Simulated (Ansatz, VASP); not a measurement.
**One calculation of Cu, two programs**

INCAR

```
PREC = Accurate
ENCUT = 520
EDIFF = 1E-6
ISMEAR = -1
SIGMA = 0.05
LREAL = F
LASPH = T
NELM = 100
ALGO = Normal
ISIF = 2
LWAVE = F
LCHARG = F
GGA = CA
NBANDS = 18
```

File KPOINTS:

```
regular mesh
0
Gamma
  13 13 7
```

POSCAR

```
Cu
1.0
    2.5730649657      0.0000000000      0.0000000000
   -1.2865324828      2.2283396258      0.0000000000
    0.0000000000      0.0000000000      4.1683652444
Cu
2
Direct
    0.3666666667      0.6833333333      0.2750000000
    0.6333333333      0.3166666667      0.7250000000
```

Input for Ansatz:

```yaml
crystal:
  lattice:
    - [2.5730649657, 0.0, 0.0]
    - [-1.2865324828, 2.2283396258, 0.0]
    - [0.0, 0.0, 4.1683652444]
  atoms:
    - { symbol: Cu, position: [0.3666666667, 0.6833333333, 0.275] }
    - { symbol: Cu, position: [0.6333333333, 0.3166666667, 0.725] }
kpoints:
  mp_grid: { grid: [13, 13, 7] }
scf:
  occupations: { method: fermi_dirac, width: 0.05 }
hamiltonian:
  xc: lda
  pseudopotentials: { kind: all_electron, lapw: { basis_error: 0.001 } }
output:
  forces: true
  stress: true
  eigenvalues: true
  populations: true
```

Change from the starting cell: shortest bond scaled by 1.1, LAPW.

Alike in both runs: task single point; functional LDA; k mesh 13 × 13 × 7; occupations fermi-dirac, width 0.05 eV; no spin polarisation.

|  | VASP | Ansatz |
| --- | --- | --- |
| version | VASP 6.6.1 | Ansatz 0.2.0 |
| potentials or method | VASP PAW LDA potentials, release 64 (Cu), cutoff 520 eV | all-electron LAPW, scalar-relativistic |

|  | VASP | Ansatz | Ansatz less VASP |
| --- | --- | --- | --- |
| pressure (GPa) | -8.3 | -9.5 | -1.18 |
| traceless stress, the component that is largest in VASP (GPa) | 5.25 | 5.30 | +0.043 |
| rms of the force components (eV/Å) | 0.789 | 0.785 | -0.0039 |

LDA's correlation is that of Perdew and Zunger in VASP and of Perdew and Wang (1992) in Ansatz. Atom by atom the forces differ by 0.004 eV/Å (rms over components). Ansatz ran all-electron here, and VASP with PAW potentials.
